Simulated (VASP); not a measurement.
## ZnSn2N2: single point with PBE

ZnSn2N2:

```
Zn Sn N
1.0
    -3.11122    4.80991    2.94043
     3.11122   -4.80991    2.94043
     3.11122    4.80991   -2.94043
Zn Sn N
2 4 4
Direct
  0.25000 0.25000 0.00000
  0.75000 0.75000 0.00000
  0.66170 0.05368 0.71539
  0.16170 0.44632 0.60802
  0.83830 0.55368 0.39198
  0.33830 0.94632 0.28461
  0.36333 0.60779 0.97112
  0.86333 0.89221 0.75555
  0.13667 0.10779 0.24445
  0.63667 0.39221 0.02888
```

```json
{
 "Program": "VASP 6.6.1",
 "Task": "single point",
 "Functional": "PBE",
 "Potentials or basis": "VASP PAW PBE potentials, release 64 (Zn, Sn_d, N)",
 "Cutoff": "520 eV",
 "k mesh": "3 × 3 × 3",
 "Occupations": "gaussian, width 0.15 eV",
 "Spin": "no spin polarisation"
}
```

```
Pressure               : 0.0 GPa
Largest force          : 0.113 eV/Å
Band gap on the k mesh : zero (band 50 reaches 5.79 eV, above the bottom of band 51 at 5.16 eV)
```

Forces in eV/Å, atoms in the order of the input:
```
Zn   0.000  0.000  0.000
Zn   0.000  0.000  0.000
Sn   0.004 -0.068  0.000
Sn  -0.004 -0.068  0.000
Sn   0.004  0.068  0.000
Sn  -0.004  0.068  0.000
N    0.077 -0.083  0.000
N   -0.077 -0.083  0.000
N    0.077  0.083  0.000
N   -0.077  0.083  0.000
```

Stress tensor (GPa, compression positive):
```
 0.39  0.00  0.00
 0.00 -0.46  0.00
 0.00  0.00  0.16
```

Levels at points of the mesh, in eV from the Fermi level:
| k point | band 48 | band 49 | band 50 | band 51 | band 52 | band 53 |
| --- | --- | --- | --- | --- | --- | --- |
| (0.00, 0.00, 0.00) | -1.08 | -0.85 | -0.11 | 0.46 | 1.37 | 1.83 |

Run time: 2.2 min on 1 thread of Intel(R) Xeon(R) Platinum 8259CL CPU @ 2.50GHz (Skylake/Cascade Lake), on a shared host, peak memory 0.35 GiB.

Caveat: the k points lie up to 0.49 Å⁻¹ apart; spin-orbit coupling is left out, which moves the levels of the heavy elements.
